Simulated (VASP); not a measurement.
# Sc (Im-3m) in VASP: notebook

Sc is run at these levels: PBE; tasks: single point.

All numbers are computed with VASP 6.6.1; they aren't measurements. Logs are shortened: lines on timing, memory, paths and dates and some standing lists are left out, and cuts for length are marked.

## Step 1: The cell of the first run

The structure is cubic, space group Im-3m (No. 229). The conventional cell has a = 4.113 Å, b = 4.113 Å, c = 4.113 Å, α = 90.00°, β = 90.00°, γ = 90.00°. Within 4.7 Å of Sc (site symmetry m-3m) lie 14 Sc at 3.56 to 4.11 Å.

## Step 2: Single point, PBE (Al replaced by Sc, lengths x 1.243, strained)

Contents of INCAR:

```
SYSTEM = Sc
  PREC = Accurate
  ENCUT = 500
  EDIFF = 1E-6
  ISMEAR = 0
  SIGMA = 0.1
  LREAL = .FALSE.
  LASPH = .TRUE.
  NELM = 120
  ALGO = Normal
  ISIF = 2
  LWAVE = .FALSE.
  LCHARG = .FALSE.
  GGA = PE
  NBANDS = 12
  GGA_COMPAT = .FALSE.
```

Contents of KPOINTS:

```
regular mesh
0
G
  14 14 14
  0 0 0
```

Contents of POSCAR:

```
Sc
1.0
   -2.0564449554      2.0564449554      2.0564449554
    2.0564449554     -2.0564449554      2.0564449554
    2.0564449554      2.0564449554     -2.0564449554
Sc
1
Direct
    0.0000000000      0.0000000000      0.0000000000
```

Potentials or basis: VASP PAW PBE potentials, release 64 (Sc_sv).

The run is started by

```console
cat potpaw_PBE.64/Sc_sv/POTCAR > POTCAR
mpirun -np 1 vasp_std > vasp.out
```

OUTCAR:

```text
SYSTEM = Sc
   PREC = Accurate
   ENCUT = 500
   EDIFF = 1E-6
   ISMEAR = 0
   LREAL = .FALSE.
   LASPH = .TRUE.
   NELM = 120
   ISIF = 2
   GGA = PE

 ion  position               nearest neighbor table
   1  0.000  0.000  0.000-

  LATTYP: Found a body centered cubic cell.
 ALAT       =     4.1128899108

  Lattice vectors:

 A1 = (  -2.0564449554,   2.0564449554,   2.0564449554)
 A2 = (   2.0564449554,  -2.0564449554,   2.0564449554)
 A3 = (   2.0564449554,   2.0564449554,  -2.0564449554)

Analysis of symmetry for initial positions (statically):
=====================================================================
 Subroutine PRICEL returns:
 Original cell was already a primitive cell.

 Routine SETGRP: Setting up the symmetry group for a
 body centered cubic supercell.

 Subroutine GETGRP returns: Found 48 space group operations
 (whereof 48 operations were pure point group operations)
 out of a pool of 48 trial point group operations.

The static configuration has the point symmetry O_h .

Analysis of symmetry for dynamics (positions and initial velocities):
=====================================================================
 Subroutine PRICEL returns:
 Original cell was already a primitive cell.

 Routine SETGRP: Setting up the symmetry group for a
 body centered cubic supercell.

 Subroutine GETGRP returns: Found 48 space group operations
 (whereof 48 operations were pure point group operations)
 out of a pool of 48 trial point group operations.

The dynamic configuration has the point symmetry O_h .

 Subroutine INISYM returns: Found 48 space group operations
 (whereof 48 operations are pure point group operations),
 and found     1 'primitive' translations

----------------------------------------------------------------------------------------

                                     Primitive cell

  volume of cell :      34.7865

  direct lattice vectors                    reciprocal lattice vectors
    -2.056444955  2.056444955  2.056444955     0.000000000  0.243138042  0.243138042
     2.056444955 -2.056444955  2.056444955     0.243138042  0.000000000  0.243138042
     2.056444955  2.056444955 -2.056444955     0.243138042  0.243138042  0.000000000

  length of vectors
     3.561867146  3.561867146  3.561867146     0.343849117  0.343849117  0.343849117

  position of ions in fractional coordinates (direct lattice)
     0.000000000  0.000000000  0.000000000

  ion indices of the primitive-cell ions
   primitive index   ion index
[... 76 lines left out ...]
   NSW    =      0    number of steps for IOM
   IBRION =     -1    ionic relax: 0-MD 1-quasi-New 2-CG
   NFREE  =      0    steps in history (QN), initial steepest desc. (CG)
   ISIF   =      2    stress and relaxation
   ISYM   =      2    0-nonsym 1-usesym 2-fastsym
   POTIM  = 0.5000    time-step for ionic-motion
   TEBEG  =    0.0;   TEEND  =   0.0 temperature during run
   PSTRESS=    0.0 pullay stress
   NELECT =      11.0000    total number of electrons
   NUPDOWN=      -1.0000    fix difference up-down
   EMIN   =  10.00;   EMAX   =-10.00  energy-range for DOS
   EFERMI =   0.00;   METHOD = LEGACY
   ISMEAR =     0;   SIGMA  =   0.10  broadening in eV -4-tet -1-fermi 0-gaus
   EFERMI_NEDOS =   21; number of points for ismear=-14 and -15
   IALGO  =     38    algorithm
   IMIX   =      4    mixing-type and parameters
     AMIX     =   0.40;   BMIX     =  1.00
     AMIX_MAG =   1.60;   BMIX_MAG =  1.00
  volume/ion in A,a.u.               =      34.79       234.75
  Fermi-wavevector in a.u.,A,eV,Ry     =   1.115326  2.107661 16.925007  1.243953
  Thomas-Fermi vector in A             =   2.251930
   LORBIT       =      0    0 simple, 1 ext, 2 COOP (PROOUT), +10 PAW based schemes
   GGA     = PE    functional components
   LHFCALC =     F    Hartree Fock is set to
   AEXX    =    0.0000 exact exchange contribution
   IVDW    =     0    specifies the selected vdW correction
   LEPSILON=     F    determine dielectric tensor
   LRPA    =     F    only Hartree local field effects (RPA)
 non-spin polarized calculation
 Gauss-broadening in eV      SIGMA  =   0.10
  energy-cutoff  :      500.00
  volume of cell :       34.79
 maximum number of plane-waves:       935
 NGX is ok and might be reduce to    28
   NGX = 13   NGY = 13   NGZ = 13

 number of electron      10.9999998 magnetization

 Free energy of the ion-electron system (eV)
  ---------------------------------------------------
  ext. energy  EPLUGINS =         0.00000000
  ---------------------------------------------------
  free energy    TOTEN  =        -5.75704935 eV

  energy without entropy =       -5.73909392  energy(sigma->0) =       -5.74807164

 E-fermi :   1.9683     XC(G=0):  -8.5979

 val. band max:        1.9647101595   @ k =   0.2857   0.2143   0.0000
 cond. band min:       1.9712972071   @ k =   0.4286   0.0714   0.0714
 fundamental gap:      0.0065870476
 Fermi energy:         1.9682620794

 k-point     1 :       0.0000    0.0000    0.0000
  band No.  band energies     occupation
      1     -48.4915      2.00000
      2     -27.0037      2.00000
      3     -27.0037      2.00000
      4     -27.0037      2.00000
      5      -2.4779      2.00000
      6       2.9543      0.00000
      7       2.9543      0.00000
      8       2.9543      0.00000
      9       3.8547      0.00000
     10       3.8547      0.00000
     11      14.0273      0.00000
     12      14.0273      0.00000
[... 331 lines left out ...]
 k-point    24 :       0.3571    0.2857    0.0000
  band No.  band energies     occupation
      1     -48.4769      2.00000
      2     -27.0899      2.00000
      3     -27.0728      2.00000
      4     -27.0176      2.00000
      5       1.5135      2.00000
      6       1.7725      1.99436
      7       1.9302      1.40978
      8       3.8847      0.00000
      9       3.9944      0.00000
     10       5.9259      0.00000
     11       6.2018      0.00000
     12       6.9555      0.00000

 [... further k-points ...]
[... 5 lines left out ...]
  --------------------------------------------------------------------------------------
  -------------------------------------------------------------------------------------
  Total       -2.1718493     -2.1718493     -2.1718493      0.0000000      0.0000000      0.0000000
  in kB     -100.0297090   -100.0297090   -100.0297090      0.0000000      0.0000000      0.0000000
  external PRESSURE =    -100.0297090 kB  Pullay stress =       0.0000000 kB

 VOLUME and BASIS-vectors are now :
 -----------------------------------------------------------------------------
  energy-cutoff  :      500.00
  volume of cell :       34.79
      direct lattice vectors                 reciprocal lattice vectors
    -2.056444955  2.056444955  2.056444955     0.000000000  0.243138042  0.243138042
     2.056444955 -2.056444955  2.056444955     0.243138042  0.000000000  0.243138042
     2.056444955  2.056444955 -2.056444955     0.243138042  0.243138042  0.000000000

 POSITION                                       TOTAL-FORCE (eV/Angst)
 -----------------------------------------------------------------------------------
      0.00000      0.00000      0.00000         0.000000      0.000000      0.000000
 -----------------------------------------------------------------------------------
    total drift:                               -0.000000     -0.000000     -0.000000

  FREE ENERGIE OF THE ION-ELECTRON SYSTEM (eV)
  ---------------------------------------------------
  free  energy   TOTEN  =        -5.7570493525 eV

  energy  without entropy=       -5.7390939183  energy(sigma->0) =       -5.74807164
```

OSZICAR:

```text
N       E                     dE             d eps       ncg     rms          rms(c)
DAV:   1     0.731803352045E+02    0.73180E+02   -0.49027E+03  2504   0.810E+02
DAV:   2    -0.528851684405E+01   -0.78469E+02   -0.77209E+02  2500   0.277E+02
DAV:   3    -0.682807878690E+01   -0.15396E+01   -0.15023E+01  3448   0.493E+01
DAV:   4    -0.686084473900E+01   -0.32766E-01   -0.32581E-01  3112   0.579E+00
DAV:   5    -0.686140854131E+01   -0.56380E-03   -0.56376E-03  3272   0.718E-01    0.475E+00
DAV:   6    -0.586630641839E+01    0.99510E+00   -0.14429E+00  3796   0.160E+01    0.147E+00
DAV:   7    -0.576827465032E+01    0.98032E-01   -0.23863E-01  3880   0.600E+00    0.881E-01
DAV:   8    -0.577056638316E+01   -0.22917E-02   -0.10606E-01  3604   0.465E+00    0.583E-01
DAV:   9    -0.575733126745E+01    0.13235E-01   -0.37854E-02  3760   0.251E+00    0.937E-02
DAV:  10    -0.575707926559E+01    0.25200E-03   -0.13014E-03  3804   0.444E-01    0.304E-02
DAV:  11    -0.575704900621E+01    0.30259E-04   -0.76438E-05  3852   0.116E-01    0.147E-03
DAV:  12    -0.575704935248E+01   -0.34627E-06   -0.80955E-07  2088   0.106E-02
   1 F= -.57570494E+01 E0= -.57480716E+01  d E =-.179554E-01
```

stdout:

```text
POSCAR found type information on POSCAR Sc
 POSCAR found :  1 types and       1 ions
 scaLAPACK will be used
 LDA part: xc-table for (Slater+PW92), standard interpolation
 POSCAR, INCAR and KPOINTS ok, starting setup
 FFT: planning ... GRIDC
 FFT: planning ... GRID_SOFT
 FFT: planning ... GRID
 WAVECAR not read
 entering main loop
```

Wall time 67 s (1 thread of Intel Xeon 8259CL, shared host); peak memory 0.18 GiB.

Results:

* Free energy: -5.7570 eV
* Pressure: -10.0 GPa

Levels at points of the mesh, in eV from the Fermi level:
```csv
k point,band 2,band 3,band 4,band 5,band 6,band 7,band 8,band 9
"(0.00, 0.00, 0.00)",-28.97,-28.97,-28.97,-4.45,0.99,0.99,0.99,1.89
"(0.50, 0.00, 0.00)",-29.08,-29.01,-28.97,-1.34,0.08,0.27,1.83,2.04
"(0.50, 0.50, 0.50)",-29.06,-29.06,-29.06,-0.65,-0.65,2.48,2.48,2.48
```

Caveat: the cell differs from its parent crystal (Al replaced by Sc, lengths x 1.243, strained).

## Step 3: Single point, PBE (Al replaced by Sc, lengths x 1.243, strained)

Contents of INCAR:

```
SYSTEM = Sc
ALGO = Normal ; EDIFF = 1E-6
ENCUT = 500 ; GGA = PE
GGA_COMPAT = .False. ; ISIF = 2
ISMEAR = 0 ; LASPH = .True.
LCHARG = .False. ; LREAL = .False.
LWAVE = .False. ; NBANDS = 12
NELM = 120 ; PREC = Accurate
SIGMA = 0.1
```

Contents of KPOINTS:

```
k-points
0
Gamma
  16 16 16
  0 0 0
```

Contents of POSCAR:

```
Sc
1.0
   -1.9536167741      1.9536167741      1.9536167741
    1.9536167741     -1.9536167741      1.9536167741
    1.9536167741      1.9536167741     -1.9536167741
Sc
1
Direct
    0.0000000000      0.0000000000      0.0000000000
```

Potentials or basis: VASP PAW PBE potentials, release 64 (Sc_sv).

The run is started by

```console
cat potpaw_PBE.64/Sc_sv/POTCAR > POTCAR
mpirun -np 1 vasp_std > vasp.out
```

Wall time 86 s (1 thread of Intel Xeon 8259CL, shared host); peak memory 0.19 GiB.

The run converged. Its results:

```
Free energy : -6.0271 eV
Pressure    : -7.1 GPa
```

Levels at points of the mesh, in eV from the Fermi level:
| k point | band 1 | band 2 | band 3 | band 4 | band 5 | band 6 | band 7 | band 8 | band 9 | band 10 |
| --- | --- | --- | --- | --- | --- | --- | --- | --- | --- | --- |
| (0.00, 0.00, 0.00) | -50.09 | -28.57 | -28.57 | -28.57 | -4.81 | 1.19 | 1.19 | 1.19 | 2.30 | 2.30 |
| (0.50, 0.00, 0.00) | -50.06 | -28.77 | -28.64 | -28.57 | -1.52 | 0.19 | 0.29 | 2.24 | 2.50 | 3.26 |
| (0.50, 0.50, 0.50) | -50.04 | -28.71 | -28.71 | -28.71 | -0.86 | -0.86 | 3.05 | 3.05 | 3.05 | 5.13 |

Caveat: the cell differs from its parent crystal (Al replaced by Sc, lengths x 1.243, strained).
